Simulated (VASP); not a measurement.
# Ge (P6_3/mmc) in VASP: further runs

The runs below take Ge through single point, with BLYP+D3(BJ), BLYP+D4, PBE, revPBE.

Program: VASP 6.6.1. These are calculated values, not measurements. Logs are shortened: lines on timing, memory, paths and dates and some standing lists are left out, and cuts for length are marked.

## Step 1: The cell of the first run

It takes space group P6_3/mmc (No. 194, hexagonal). Conventional cell: a = 4.032 Å, b = 4.032 Å, c = 6.661 Å, α = 90.00°, β = 90.00°, γ = 120.00°. Ge (site symmetry 3m) has 4 Ge at 2.47 to 2.49 Å within 3.3 Å.

## Step 2: Single point, BLYP+D3(BJ)

Contents of INCAR:

```
AGGAC = 1.0
AGGAX = 1.0
ALDAC = 0.0
ALDAX = 1.0
ALGO = Normal
EDIFF = 1E-6
ENCUT = 520
GGA = B5
ISIF = 2
ISMEAR = -1
IVDW = 12
LASPH = True
LCHARG = True
LELF = True
LREAL = False
LVHAR = True
LWAVE = False
NBANDS = 36
NELM = 80
PREC = Accurate
SIGMA = 0.05
VDW_A1 = 0.4298
VDW_A2 = 4.2359
VDW_S6 = 1.0
VDW_S8 = 2.6996
```

Contents of KPOINTS:

```
k-points
0
Gamma
  8 8 4
```

Contents of POSCAR:

```
Ge
1.0
    4.0316754921      0.0000000000      0.0000000000
   -2.0158377461      3.4915333960      0.0000000000
    0.0000000000      0.0000000000      6.6608967329
Ge
4
Direct
    0.3333333333      0.6666666667      0.9368870954
    0.6666666667      0.3333333333      0.4368870954
    0.3333333333      0.6666666667      0.5631129046
    0.6666666667      0.3333333333      0.0631129046
```

Potentials or basis: VASP PAW PBE potentials, release 64 (Ge_d).

The run is started by

```console
$ cat potpaw_PBE.64/Ge_d/POTCAR > POTCAR
$ mpirun -np 1 vasp_std > vasp.out
```

OUTCAR:

```text
EDIFF = 1E-6
   ENCUT = 520
   GGA = B5
   ISIF = 2
   ISMEAR = -1
   IVDW = 12
   LASPH = True
   LREAL = False
   NELM = 80
   PREC = Accurate
 IVDW          = 12

 ion  position               nearest neighbor table
   1  0.333  0.667  0.937-   4 2.47   4 2.47   4 2.47   3 2.49
   2  0.667  0.333  0.437-   3 2.47   3 2.47   3 2.47   4 2.49
   3  0.333  0.667  0.563-   2 2.47   2 2.47   2 2.47   1 2.49
   4  0.667  0.333  0.063-   1 2.47   1 2.47   1 2.47   2 2.49

  LATTYP: Found a hexagonal cell.
 ALAT       =     4.0316754921
 C/A-ratio  =     1.6521410877

  Lattice vectors:

 A1 = (   4.0316754921,   0.0000000000,   0.0000000000)
 A2 = (  -2.0158377461,   3.4915333960,   0.0000000000)
 A3 = (   0.0000000000,   0.0000000000,   6.6608967329)

Analysis of symmetry for initial positions (statically):
=====================================================================
 Subroutine PRICEL returns:
 Original cell was already a primitive cell.

 Routine SETGRP: Setting up the symmetry group for a
 hexagonal supercell.

 Subroutine GETGRP returns: Found 24 space group operations
 (whereof 12 operations were pure point group operations)
 out of a pool of 24 trial point group operations.

The static configuration has the point symmetry D_3d.
 The point group associated with its full space group is D_6h.

Analysis of symmetry for dynamics (positions and initial velocities):
=====================================================================
 Subroutine PRICEL returns:
 Original cell was already a primitive cell.

 Routine SETGRP: Setting up the symmetry group for a
 hexagonal supercell.

 Subroutine GETGRP returns: Found 24 space group operations
 (whereof 12 operations were pure point group operations)
 out of a pool of 24 trial point group operations.

The dynamic configuration has the point symmetry D_3d.
 The point group associated with its full space group is D_6h.

 Subroutine INISYM returns: Found 24 space group operations
 (whereof 12 operations are pure point group operations),
 and found     1 'primitive' translations

----------------------------------------------------------------------------------------

                                     Primitive cell

  volume of cell :      93.7636

  direct lattice vectors                    reciprocal lattice vectors
     4.031675492  0.000000000  0.000000000     0.248035836  0.143203557  0.000000000
    -2.015837746  3.491533396  0.000000000     0.000000000  0.286407113  0.000000000
     0.000000000  0.000000000  6.660896733     0.000000000  0.000000000  0.150129936

[... 89 lines left out ...]
   EDIFFG = 0.1E-04   stopping-criterion for IOM
   NSW    =      0    number of steps for IOM
   IBRION =     -1    ionic relax: 0-MD 1-quasi-New 2-CG
   NFREE  =      0    steps in history (QN), initial steepest desc. (CG)
   ISIF   =      2    stress and relaxation
   ISYM   =      2    0-nonsym 1-usesym 2-fastsym
   POTIM  = 0.5000    time-step for ionic-motion
   TEBEG  =    0.0;   TEEND  =   0.0 temperature during run
   PSTRESS=    0.0 pullay stress
   NELECT =      56.0000    total number of electrons
   NUPDOWN=      -1.0000    fix difference up-down
   EMIN   =  10.00;   EMAX   =-10.00  energy-range for DOS
   EFERMI =   0.00;   METHOD = LEGACY
   ISMEAR =    -1;   SIGMA  =   0.05  broadening in eV -4-tet -1-fermi 0-gaus
   EFERMI_NEDOS =   21; number of points for ismear=-14 and -15
   IALGO  =     38    algorithm
   IMIX   =      4    mixing-type and parameters
     AMIX     =   0.40;   BMIX     =  1.00
     AMIX_MAG =   1.60;   BMIX_MAG =  1.00
  volume/ion in A,a.u.               =      23.44       158.19
  Fermi-wavevector in a.u.,A,eV,Ry     =   1.378667  2.605303 25.860899  1.900722
  Thomas-Fermi vector in A             =   2.503707
   LORBIT       =      0    0 simple, 1 ext, 2 COOP (PROOUT), +10 PAW based schemes
   GGA     = B5    functional components
   LHFCALC =     F    Hartree Fock is set to
   AEXX    =    0.0000 exact exchange contribution
   IVDW    =    12    specifies the selected vdW correction
   LEPSILON=     F    determine dielectric tensor
   LRPA    =     F    only Hartree local field effects (RPA)
 non-spin polarized calculation
  energy-cutoff  :      520.00
  volume of cell :       93.76
 maximum number of plane-waves:      2551
 NGX is ok and might be reduce to    30
   NGX = 15   NGY = 15   NGZ = 25

 number of electron      56.0000026 magnetization

 Free energy of the ion-electron system (eV)
  ---------------------------------------------------
  ext. energy  EPLUGINS =         0.00000000
  ---------------------------------------------------
  free energy    TOTEN  =       -15.16165894 eV

  energy without entropy =      -15.16050811  energy(sigma->0) =      -15.16108352

 E-fermi :   5.1035     XC(G=0):  -9.1923

 val. band max:        5.0021995939   @ k =   0.0000   0.0000   0.0000
 cond. band min:       5.1944227200   @ k =   0.0000   0.0000   0.2500
 fundamental gap:      0.1922231261
 Fermi energy:         5.1034798577

 k-point     1 :       0.0000    0.0000    0.0000
  band No.  band energies     occupation
      1     -19.7046      2.00000
      2     -19.7046      2.00000
      3     -19.6687      2.00000
      4     -19.6686      2.00000
      5     -19.6686      2.00000
      6     -19.6573      2.00000
[... 925 lines left out ...]
     35      12.4366      0.00000
     36      12.4366      0.00000

 [... further k-points ...]

------------------------ aborting loop because EDIFF is reached ----------------------------------------

 Edisp (eV)   -2.63286

 E8    (eV) :    -1.9578

  FORCE on cell =-STRESS in cart. coord.  units (eV):
  Direction    XX          YY          ZZ          XY          YZ          ZX
  --------------------------------------------------------------------------------------
  -------------------------------------------------------------------------------------
  Total       0.10084     0.10084     0.10173    -0.00000    -0.00000     0.00000
  in kB       1.72309     1.72309     1.73838    -0.00000    -0.00000     0.00000
  external pressure =        1.73 kB  Pullay stress =        0.00 kB

 VOLUME and BASIS-vectors are now :
 -----------------------------------------------------------------------------
  energy-cutoff  :      520.00
  volume of cell :       93.76
      direct lattice vectors                 reciprocal lattice vectors
     4.031675492  0.000000000  0.000000000     0.248035836  0.143203557  0.000000000
    -2.015837746  3.491533396  0.000000000     0.000000000  0.286407113  0.000000000
     0.000000000  0.000000000  6.660896733     0.000000000  0.000000000  0.150129936

 POSITION                                       TOTAL-FORCE (eV/Angst)
 -----------------------------------------------------------------------------------
     -0.00000      2.32769      6.24051        -0.000000      0.000000     -0.004187
      2.01584      1.16384      2.91006         0.000000     -0.000000     -0.004187
     -0.00000      2.32769      3.75084        -0.000000      0.000000      0.004187
      2.01584      1.16384      0.42039         0.000000     -0.000000      0.004187
 -----------------------------------------------------------------------------------
    total drift:                               -0.000000      0.000000     -0.000000

  FREE ENERGIE OF THE ION-ELECTRON SYSTEM (eV)
  ---------------------------------------------------
  free  energy   TOTEN  =       -17.7945162767 eV

  energy  without entropy=      -17.7933654471  energy(sigma->0) =      -17.79394086
```

OSZICAR:

```text
N       E                     dE             d eps       ncg     rms          rms(c)
DAV:   1     0.508699521183E+03    0.50870E+03   -0.28413E+04  2516   0.425E+03
DAV:   2     0.731745719070E+02   -0.43552E+03   -0.42477E+03  2168   0.819E+02
DAV:   3    -0.104912189833E+02   -0.83666E+02   -0.82347E+02  2404   0.208E+02
DAV:   4    -0.152655654005E+02   -0.47743E+01   -0.47539E+01  2500   0.579E+01
DAV:   5    -0.153696916583E+02   -0.10413E+00   -0.10409E+00  2428   0.946E+00    0.405E+00
DAV:   6    -0.152389911399E+02    0.13070E+00   -0.87239E-02  2380   0.207E+00    0.242E+00
DAV:   7    -0.151582026243E+02    0.80789E-01   -0.16325E-01  2348   0.247E+00    0.211E-01
DAV:   8    -0.151612376233E+02   -0.30350E-02   -0.13469E-02  2352   0.994E-01    0.844E-02
DAV:   9    -0.151616505477E+02   -0.41292E-03   -0.45532E-04  2400   0.166E-01    0.190E-02
DAV:  10    -0.151616551428E+02   -0.45951E-05   -0.27585E-05  2732   0.531E-02    0.786E-03
DAV:  11    -0.151616585458E+02   -0.34030E-05   -0.54511E-06  1844   0.153E-02    0.172E-03
DAV:  12    -0.151616589390E+02   -0.39319E-06   -0.68866E-07  1372   0.901E-03
   1 F= -.17794516E+02 E0= -.17793941E+02  d E =-.115083E-02
```

stdout:

```text
POSCAR found type information on POSCAR Ge
 POSCAR found :  1 types and       4 ions
 scaLAPACK will be used
 -----------------------------------------------------------------------------
|                                                                             |
|                                                                             |
|     You enforced a specific xc type in the INCAR file but a different       |
|     I HOPE YOU KNOW WHAT YOU ARE DOING!                                     |
|                                                                             |
 -----------------------------------------------------------------------------

 LDA part: xc-table for (Slater(with rela. corr.)+VWN5), standard interpolation
 POSCAR, INCAR and KPOINTS ok, starting setup
 FFT: planning ... GRIDC
 FFT: planning ... GRID_SOFT
 FFT: planning ... GRID
 WAVECAR not read
 entering main loop
```

Wall time 72 s (1 thread of AMD EPYC 9R45 (Zen 5), shared host); peak memory 0.21 GiB.

What came out:

- Free energy: -17.7945 eV
- Pressure: 0.2 GPa
- Largest force: 0.004 eV/Å
- Band gap on the k mesh: 0.19 eV, indirect (least direct gap 0.24 eV)
- Dispersion energy per atom: -0.658 eV

Forces on the atoms (eV/Å):
```
Ge   0.000  0.000 -0.004
Ge   0.000  0.000 -0.004
Ge   0.000  0.000  0.004
Ge   0.000  0.000  0.004
```

Caveat: the PAW data sets were made with another functional, which shifts forces and pressure a little. A k mesh can miss the band edges.

## Step 3: Single point, BLYP+D4

This run uses another cell than the first one, of 23.61 Å³/atom, 1.007 times its volume.

Contents of INCAR:

```
SYSTEM = Ge
AGGAC    = 1.0          
AGGAX    = 1.0          
ALDAC    = 0.0          
ALDAX    = 1.0          
ALGO     = Normal         ! electronic algorithm
EDIFF    = 1E-6           ! SCF threshold, eV
ENCUT    = 520            ! plane-wave cutoff, eV
GGA      = B5             ! functional
ISIF     = 2              ! what is computed and relaxed
ISMEAR   = -1             ! smearing method
IVDW     = 13             ! dispersion correction
LASPH    = .TRUE.         ! aspherical terms in the spheres
LCHARG   = .TRUE.         ! write CHGCAR
LELF     = .TRUE.         ! ELF
LREAL    = .FALSE.        ! projectors in reciprocal space
LVHAR    = .TRUE.       
LWAVE    = .FALSE.        ! write WAVECAR
NBANDS   = 36             ! bands
NELM     = 80             ! most SCF steps
PREC     = Accurate       ! precision mode
SIGMA    = 0.05           ! smearing width, eV
VDW_A1   = 0.44488865   
VDW_A2   = 4.0933009    
VDW_S6   = 1.0          
VDW_S8   = 2.34076671
```

Contents of KPOINTS:

```
k-points
0
G
  8 8 4
  0 0 0
```

Contents of POSCAR:

```
Ge
1.0
    4.0416053150      0.0000000000      0.0000000000
   -2.0208026575      3.5001328749      0.0000000000
    0.0000000000      0.0000000000      6.6749373499
Ge
4
Direct
    0.3333333333      0.6666666667      0.9369368756
    0.6666666667      0.3333333333      0.4369368756
    0.3333333333      0.6666666667      0.5630631244
    0.6666666667      0.3333333333      0.0630631244
```

Potentials or basis: VASP PAW PBE potentials, release 64 (Ge_d).

The run is started by

```console
$ cat potpaw_PBE.64/Ge_d/POTCAR > POTCAR
$ mpirun -np 1 vasp_std > vasp.out
```

Wall time 70 s (1 thread of AMD EPYC 9R45 (Zen 5), shared host); peak memory 0.2 GiB.

The run converged. Its results:

```yaml
Free_energy: -17.5507 eV
Pressure: 0.2 GPa
Largest_force: 0.005 eV/Å
Band_gap_on_the_k_mesh: 0.19 eV, indirect (least direct gap 0.26 eV)
Dispersion_energy_per_atom: -0.592 eV
```

Forces in eV/Å, atoms in the order of the input:
```
Ge   0.000  0.000 -0.005
Ge   0.000  0.000 -0.005
Ge   0.000  0.000  0.005
Ge   0.000  0.000  0.005
```

Levels at points of the mesh, in eV from the valence-band top:
| k point | band 26 | band 27 | band 28 | band 29 | band 30 | band 31 |
| --- | --- | --- | --- | --- | --- | --- |
| (0.00, 0.00, 0.00) | -0.38 | -0.01 | 0.00 | 0.26 | 0.26 | 2.45 |
| (0.50, 0.00, 0.00) | -2.76 | -2.47 | -1.23 | 0.84 | 1.68 | 3.83 |
| (0.00, 0.00, 0.50) | -0.66 | -0.66 | -0.66 | 0.72 | 0.72 | 3.53 |
| (0.50, 0.00, 0.50) | -2.29 | -2.13 | -2.13 | 0.70 | 0.70 | 2.44 |

Caveat: the PAW data sets were made with another functional, which shifts forces and pressure a little. A k mesh can miss the band edges.

## Step 4: Single point, PBE

This run uses another cell than the first one, of 23.89 Å³/atom, 1.019 times its volume.

Contents of INCAR:

```
SYSTEM = Ge
  PREC = Accurate
  ENCUT = 520
  EDIFF = 1E-7
  ISMEAR = -1
  SIGMA = 0.05
  LREAL = .FALSE.
  LASPH = .TRUE.
  NELM = 80
  ALGO = Normal
  ISIF = 2
  LWAVE = .FALSE.
  LCHARG = .FALSE.
  GGA = PE
  NBANDS = 36
```

Contents of KPOINTS:

```
Automatic mesh
0
G
  8 8 4
  0 0 0
```

Contents of POSCAR:

```
Ge
1.0
    4.0621095963      0.0000000000      0.0000000000
   -2.0310547982      3.5178901033      0.0000000000
    0.0000000000      0.0000000000      6.6862536516
Ge
4
Direct
    0.3333333333      0.6666666667      0.9373279281
    0.6666666667      0.3333333333      0.4373279281
    0.3333333333      0.6666666667      0.5626720719
    0.6666666667      0.3333333333      0.0626720719
```

The run is started by

```console
$ cat potpaw_PBE.64/Ge_d/POTCAR > POTCAR
$ mpirun -np 1 vasp_std > vasp.out
```

It took 53 s on 1 thread of AMD EPYC 9R45 (Zen 5), shared host; peak memory 0.21 GiB.

It converged, with:

* Free energy: -17.9969 eV
* Pressure: -0.1 GPa
* Largest force: 0.004 eV/Å
* Band gap on the k mesh: 0.11 eV, indirect (least direct gap 0.21 eV)

Forces on the atoms (eV/Å):
```
Ge   0.000  0.000 -0.004
Ge   0.000  0.000 -0.004
Ge   0.000  0.000  0.004
Ge   0.000  0.000  0.004
```

Levels at points of the mesh, in eV from the valence-band top:
```tsv
k point	band 26	band 27	band 28	band 29	band 30	band 31
(0.00, 0.00, 0.00)	-0.28	-0.09	0.00	0.23	0.23	2.39
(0.50, 0.00, 0.00)	-2.79	-2.51	-1.24	0.70	1.66	3.72
(0.00, 0.00, 0.50)	-0.69	-0.69	-0.69	0.66	0.66	3.46
(0.50, 0.00, 0.50)	-2.29	-2.16	-2.16	0.64	0.64	2.29
```

A k mesh can miss the band edges.

[end of part 1 of 2]
